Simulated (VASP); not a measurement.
Set up this calculation in VASP 6.6.1, as the native input.

| Property | Result |
| --- | --- |
| Task | single point |
| Functional | PBEsol |
| Dispersion | D3(BJ) |
| Potentials or basis | VASP PAW PBE potentials, release 64 (S, Pt) |
| Cutoff | 400 eV |
| k mesh | 12 × 12 × 1 |
| Occupations | gaussian, width 0.03 eV |
| Spin | no spin polarisation |
| Dipole correction | yes |
| Further INCAR settings | ALGO = Normal; EDIFF = 1e-06; NBANDS = 18; NELMDL = -8 |

The structure of PtS2 (v.B) lies in POSCAR:

```
PtS2
1.0
    3.5095884621      0.0000000000      0.0000000000
   -1.7547942311      3.0393927650      0.0000000000
    0.0000000000      0.0000000000     28.7200000024
S Pt
2 1
Direct
    0.3333333333      0.6666666667      0.2437410011
    0.6666666667      0.3333333333      0.3293787760
    0.0000000000      0.0000000000      0.2865598886
```

These files were run (other wordings do the same):

INCAR

```
SYSTEM = PtS2
PREC = Accurate ; ENCUT = 400
EDIFF = 1E-6 ; ISMEAR = 0
SIGMA = 0.03 ; LREAL = .False.
LASPH = .True. ; NELM = 120
ALGO = Normal ; ISIF = 2
LWAVE = .False. ; LCHARG = .False.
LDIPOL = .True. ; IDIPOL = 3
DIPOL = 0.5 0.5 0.287 ; GGA = PS
IVDW = 12 ; NBANDS = 18
GGA_COMPAT = .False. ; NELMDL = -8
```

KPOINTS

```
Automatic mesh
0
Gamma
  12 12 1
  0 0 0
```

Potentials or basis: VASP PAW PBE potentials, release 64 (S, Pt).

The run is started by

```sh
$ cat potpaw_PBE.64/S/POTCAR potpaw_PBE.64/Pt/POTCAR > POTCAR
$ mpirun -np 1 vasp_std > vasp.out
```

It gave:

| Property | Result |
| --- | --- |
| Largest force | 0.023 eV/Å |
| Band gap on the k mesh | 1.84 eV, indirect (least direct gap 2.00 eV) |
| Dispersion energy per atom | -0.206 eV |

Caveat: the PAW data sets were made with another functional, which shifts forces and pressure a little; spin-orbit coupling is left out, which moves the levels of the heavy elements.

Wall time 6.8 min on 1 thread of Intel Xeon 8259CL (shared host), peak memory 0.35 GiB.
